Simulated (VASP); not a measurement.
# HPt6 in VASP: a series of runs

The runs below take HPt6 through single point, with PBE.

All numbers are computed with VASP 6.6.1; they aren't measurements. Logs are shortened: lines on timing, memory, paths and dates and some standing lists are left out, and cuts for length are marked.

### 1 The cell of the first run

The cell holds a slab with vacuum, 14 atoms: a = 5.614 Å, b = 5.614 Å, c = 21.851 Å, α = 90.00°, β = 90.00°, γ = 90.00°.

### 2 Single point, PBE

INCAR

```
PREC = Accurate
ENCUT = 520
EDIFF = 1E-6
ISMEAR = 0
SIGMA = 0.1
LREAL = F
LASPH = T
NELM = 60
ALGO = Normal
ISIF = 2
LWAVE = F
LCHARG = F
LDIPOL = T
IDIPOL = 3
DIPOL = 0.5 0.5 0.291
GGA = PE
NBANDS = 74
```

KPOINTS

```
regular mesh
0
Gamma
  5 5 1
```

POSCAR

```
HPt6
1.0
    5.6143281343      0.0000000000      0.0000000000
    0.0000000000      5.6143281343      0.0000000000
    0.0000000000      0.0000000000     21.8513792319
Pt H
12 2
Direct
    0.2500000000      0.2500000000      0.1830548066
    0.2500000000      0.7500000000      0.1830548066
    0.7500000000      0.2500000000      0.1830548066
    0.7500000000      0.7500000000      0.1830548066
    0.0000000000      0.0000000000      0.2712126041
    0.0000000000      0.5000000000      0.2712126041
    0.5000000000      0.0000000000      0.2712126041
    0.5000000000      0.5000000000      0.2712126041
    0.2500000000      0.2500000000      0.3593081768
    0.2500000000      0.7500000000      0.3593081768
    0.7500000000      0.2500000000      0.3593081768
    0.7500000000      0.7500000000      0.3593081768
   -0.1646679670      0.0000000000      0.4091906116
    0.1646679670      0.0000000000      0.4091906116
```

Potentials or basis: VASP PAW PBE potentials, release 64 (Pt, H).

The run is started by

```console
$ cat potpaw_PBE.64/Pt/POTCAR potpaw_PBE.64/H/POTCAR > POTCAR
$ mpirun -np 1 vasp_std > vasp.out
```

OUTCAR:

```text
PREC = Accurate
   ENCUT = 520
   EDIFF = 1E-6
   ISMEAR = 0
   LREAL = F
   LASPH = T
   NELM = 60
   ISIF = 2
   GGA = PE

 ion  position               nearest neighbor table
   1  0.250  0.250  0.183-   5 2.77   6 2.77   7 2.77   8 2.77   2 2.81   3 2.81   2 2.81   3 2.81

   2  0.250  0.750  0.183-   5 2.77   6 2.77   7 2.77   8 2.77   1 2.81   4 2.81   1 2.81   4 2.81

   3  0.750  0.250  0.183-   5 2.77   6 2.77   7 2.77   8 2.77   1 2.81   4 2.81   4 2.81   1 2.81
[... 4 lines left out ...]
                             6 2.81   7 2.81   6 2.81   7 2.81
   6  0.000  0.500  0.271-   9 2.77  10 2.77  11 2.77  12 2.77   1 2.77   2 2.77   3 2.77   4 2.77
                             5 2.81   8 2.81   5 2.81   8 2.81
   7  0.500  0.000  0.271-   9 2.77  10 2.77  11 2.77  12 2.77   1 2.77   2 2.77   3 2.77   4 2.77
                             5 2.81   8 2.81   8 2.81   5 2.81
   8  0.500  0.500  0.271-   9 2.77  10 2.77  11 2.77  12 2.77   1 2.77   2 2.77   3 2.77   4 2.77
                             6 2.81   7 2.81   7 2.81   6 2.81
   9  0.250  0.250  0.359-  14 1.84   6 2.77   7 2.77   8 2.77   5 2.77  11 2.81  10 2.81  10 2.81
                            11 2.81
  10  0.250  0.750  0.359-  14 1.84   6 2.77   7 2.77   8 2.77   5 2.77  12 2.81   9 2.81   9 2.81
                            12 2.81
  11  0.750  0.250  0.359-  13 1.84   6 2.77   7 2.77   8 2.77   5 2.77  12 2.81   9 2.81  12 2.81
                             9 2.81
  12  0.750  0.750  0.359-  13 1.84   6 2.77   7 2.77   8 2.77   5 2.77  11 2.81  10 2.81  11 2.81
                            10 2.81
  13  0.835  0.000  0.409-  11 1.84  12 1.84
  14  0.165  0.000  0.409-   9 1.84  10 1.84

  LATTYP: Found a simple tetragonal cell.
 ALAT       =     5.6143281343
 C/A-ratio  =     3.8920737636

  Lattice vectors:

 A1 = (   5.6143281343,   0.0000000000,   0.0000000000)
 A2 = (   0.0000000000,   5.6143281343,   0.0000000000)
 A3 = (   0.0000000000,   0.0000000000,  21.8513792319)

Analysis of symmetry for initial positions (statically):
=====================================================================
 Subroutine PRICEL returns:
 Original cell was already a primitive cell.

 Routine SETGRP: Setting up the symmetry group for a
 simple tetragonal supercell.

 Subroutine GETGRP returns: Found  4 space group operations
 (whereof  4 operations were pure point group operations)
 out of a pool of 16 trial point group operations.

The static configuration has the point symmetry C_2v.

Analysis of symmetry for dynamics (positions and initial velocities):
=====================================================================
[... 143 lines left out ...]
   GGA     = PE    functional components
   LHFCALC =     F    Hartree Fock is set to
   AEXX    =    0.0000 exact exchange contribution
   IVDW    =     0    specifies the selected vdW correction
   LEPSILON=     F    determine dielectric tensor
   LRPA    =     F    only Hartree local field effects (RPA)
 non-spin polarized calculation
 Gauss-broadening in eV      SIGMA  =   0.10
  energy-cutoff  :      520.00
  volume of cell :      688.77
 maximum number of plane-waves:     18583
 NGX is ok and might be reduce to    42
   NGX = 21   NGY = 21   NGZ = 81

 dipolmoment           0.000000      0.000000      0.000350 electrons x Angstroem

 number of electron     122.0000010 magnetization

 dipolmoment           0.000000      0.000000     -0.008089 electrons x Angstroem

 Free energy of the ion-electron system (eV)
  ---------------------------------------------------
  ext. energy  EPLUGINS =         0.00000000
  ---------------------------------------------------
  free energy    TOTEN  =       -73.57621648 eV

  energy without entropy =      -73.43548103  energy(sigma->0) =      -73.50584875

 E-fermi :  -1.1704     XC(G=0):  -4.5180

 val. band max:       -1.1704908864   @ k =   0.0000   0.0000   0.0000
 cond. band min:      -1.1663598733   @ k =   0.4000   0.2000   0.0000
 fundamental gap:      0.0041310130
 Fermi energy:        -1.1704161729

 k-point     1 :       0.0000    0.0000    0.0000
  band No.  band energies     occupation
      1     -10.2575      2.00000
      2      -8.5751      2.00000
      3      -7.8180      2.00000
      4      -7.6688      2.00000
      5      -7.6479      2.00000
      6      -7.4114      2.00000
[... 673 lines left out ...]
     72       2.8389      0.00000
     73       3.6372      0.00000
 [bands above 73 left out]

------------------------ aborting loop because EDIFF is reached ----------------------------------------

 vacuum level on the upper side and lower side of the slab       (xc-potential included)        -0.138        -0.092

  FORCE on cell =-STRESS in cart. coord.  units (eV):
  Direction    XX          YY          ZZ          XY          YZ          ZX
  --------------------------------------------------------------------------------------
  -------------------------------------------------------------------------------------
  Total      -10.1593672    -13.1123965      1.4532824      0.0000000      0.0000000      0.0000000
  in kB      -23.6321264    -30.5012906      3.3805407      0.0000000      0.0000000      0.0000000
  external PRESSURE =     -16.9176254 kB  Pullay stress =       0.0000000 kB

 VOLUME and BASIS-vectors are now :
 -----------------------------------------------------------------------------
  energy-cutoff  :      520.00
  volume of cell :      688.77
      direct lattice vectors                 reciprocal lattice vectors
     5.614328134  0.000000000  0.000000000     0.178115703  0.000000000  0.000000000
     0.000000000  5.614328134  0.000000000     0.000000000  0.178115703  0.000000000
     0.000000000  0.000000000 21.851379232     0.000000000  0.000000000  0.045763702

 POSITION                                       TOTAL-FORCE (eV/Angst)
 -----------------------------------------------------------------------------------
      1.40358      1.40358      4.00000        -0.022246      0.049996     -0.064285
      1.40358      4.21075      4.00000        -0.022246     -0.049996     -0.064285
      4.21075      1.40358      4.00000         0.022246      0.049996     -0.064285
      4.21075      4.21075      4.00000         0.022246     -0.049996     -0.064285
      0.00000      0.00000      5.92637         0.000000      0.000000     -0.572947
      0.00000      2.80716      5.92637         0.000000      0.000000     -0.230946
      2.80716      0.00000      5.92637         0.000000      0.000000     -0.427402
      2.80716      2.80716      5.92637         0.000000      0.000000      0.217049
      1.40358      1.40358      7.85138        -0.117560     -0.098212      0.618890
      1.40358      4.21075      7.85138        -0.117560      0.098212      0.618890
      4.21075      1.40358      7.85138         0.117560     -0.098212      0.618890
      4.21075      4.21075      7.85138         0.117560      0.098212      0.618890
      4.68983      0.00000      8.94138        -0.759930      0.000000     -0.602086
      0.92450      0.00000      8.94138         0.759930      0.000000     -0.602086
 -----------------------------------------------------------------------------------
    total drift:                                0.000000      0.000000     -0.000157

  FREE ENERGIE OF THE ION-ELECTRON SYSTEM (eV)
  ---------------------------------------------------
  free  energy   TOTEN  =       -73.5762164781 eV

  energy  without entropy=      -73.4354810272  energy(sigma->0) =      -73.50584875

 vacuum level on the upper side and lower side of the slab         4.355         4.400
```

stdout:

```text
POSCAR found type information on POSCAR PtH
 POSCAR found :  2 types and      14 ions
 scaLAPACK will be used
 LDA part: xc-table for (Slater+PW92), standard interpolation
 POSCAR, INCAR and KPOINTS ok, starting setup
 FFT: planning ... GRIDC
 FFT: planning ... GRID_SOFT
 FFT: planning ... GRID
 WAVECAR not read
 entering main loop
```

Wall time 24 min (1 thread of AMD EPYC 9755, shared host); peak memory 0.78 GiB.

What came out:

```yaml
Free_energy: -73.5762 eV
Largest_force: 0.970 eV/Å
Band_gap_on_the_k_mesh: zero (bands 61 and 62 overlap by 0.39 eV)
```

Forces on the atoms (eV/Å):
```
Pt  -0.022  0.050 -0.064
Pt  -0.022 -0.050 -0.064
Pt   0.022  0.050 -0.064
Pt   0.022 -0.050 -0.064
Pt   0.000  0.000 -0.573
Pt   0.000  0.000 -0.231
Pt   0.000  0.000 -0.427
Pt   0.000  0.000  0.217
Pt  -0.118 -0.098  0.619
Pt  -0.118  0.098  0.619
Pt   0.118 -0.098  0.619
Pt   0.118  0.098  0.619
H   -0.760  0.000 -0.602
H    0.760  0.000 -0.602
```

Levels at points of the mesh, in eV from the Fermi level:
```csv
k point,band 57,band 58,band 59,band 60,band 61,band 62,band 63,band 64,band 65,band 66
"(0.00, 0.00, 0.00)",0.00,0.05,0.06,0.09,0.30,0.35,0.66,0.71,0.87,1.23
```

Caveat: spin-orbit coupling is left out, which moves the levels of the heavy elements.

### 3 Single point, PBE

INCAR

```
ALGO = Normal
DIPOL = 0.5 0.5 0.295
EDIFF = 1E-6
ENCUT = 520
GGA = PE
IDIPOL = 3
ISIF = 2
ISMEAR = 0
LASPH = T
LCHARG = F
LDIPOL = T
LREAL = F
LWAVE = F
NBANDS = 74
NELM = 60
PREC = Accurate
SIGMA = 0.1
```

KPOINTS

```
k-points
0
Gamma
  5 5 1
```

POSCAR, as its differences from that of step 2:

```diff
@@ -20,3 +20,3 @@
     0.7500000000      0.7500000000      0.3593081768
-   -0.1646679670      0.0000000000      0.4091906116
-    0.1646679670      0.0000000000      0.4091906116
+   -0.1646679670      0.0000000000      0.4384793806
+    0.1646679670      0.0000000000      0.4384793806
```

Potentials or basis: VASP PAW PBE potentials, release 64 (Pt, H).

The run is started by

```console
$ cat potpaw_PBE.64/Pt/POTCAR potpaw_PBE.64/H/POTCAR > POTCAR
$ mpirun -np 1 vasp_std > vasp.out
```

Run time: 23 min. Hardware: 1 thread of AMD EPYC 9755, shared host; peak memory 0.78 GiB.

The run converged. Its results:

- Free energy: -71.5490 eV
- Largest force: 2.060 eV/Å
- Band gap on the k mesh: zero (bands 61 and 62 overlap by 0.40 eV)

Forces in eV/Å, atoms in the order of the input:
```
Pt   0.008  0.039 -0.045
Pt   0.008 -0.039 -0.045
Pt  -0.008  0.039 -0.045
Pt  -0.008 -0.039 -0.045
Pt   0.000  0.000 -0.314
Pt   0.000  0.000 -0.081
Pt   0.000  0.000 -0.290
Pt   0.000  0.000  0.246
Pt  -0.184 -0.389  1.163
Pt  -0.184  0.389  1.163
Pt   0.184 -0.389  1.163
Pt   0.184  0.389  1.163
H   -0.419  0.000 -2.017
H    0.419  0.000 -2.017
```

Levels at points of the mesh, in eV from the Fermi level:
| k point | band 57 | band 58 | band 59 | band 60 | band 61 | band 62 | band 63 | band 64 | band 65 | band 66 |
| --- | --- | --- | --- | --- | --- | --- | --- | --- | --- | --- |
| (0.00, 0.00, 0.00) | -0.01 | 0.06 | 0.09 | 0.09 | 0.33 | 0.39 | 0.74 | 0.74 | 0.85 | 0.91 |

Caveat: spin-orbit coupling is left out, which moves the levels of the heavy elements.
